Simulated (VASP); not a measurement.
**Rh: single point with PBE**

Rh:

```
Rh
1.0
     0.00000    2.53717    2.53717
     2.53717    0.00000    2.53717
     2.53717    2.53717    0.00000
Rh
2
Direct
  0.87500 0.87500 0.87500
  0.12500 0.12500 0.12500
```

This cell differs from its parent crystal: volume scaled by 0.78.

* Program: VASP 6.6.1
* Task: single point
* Functional: PBE
* Potentials or basis: VASP PAW PBE potentials, release 64 (Rh_pv)
* Cutoff: 500 eV
* k mesh: 13 × 13 × 13
* Occupations: fermi-dirac, width 0.05 eV
* Spin: no spin polarisation

The pressure is 60.5 GPa and the band gap on the k mesh is zero (band 15 reaches 10.86 eV, above the bottom of band 16 at 9.21 eV).

Levels at points of the mesh, in eV from the Fermi level:
```tsv
k point	band 12	band 13	band 14	band 15	band 16	band 17	band 18	band 19
(0.00, 0.00, 0.00)	-5.21	-1.95	-1.95	-1.95	0.68	0.68	13.19	13.61
```

Wall time 32 s on 1 thread of AMD EPYC 9R45 96-Core Processor (Zen 5), with other jobs on the host, peak memory 0.15 GiB.
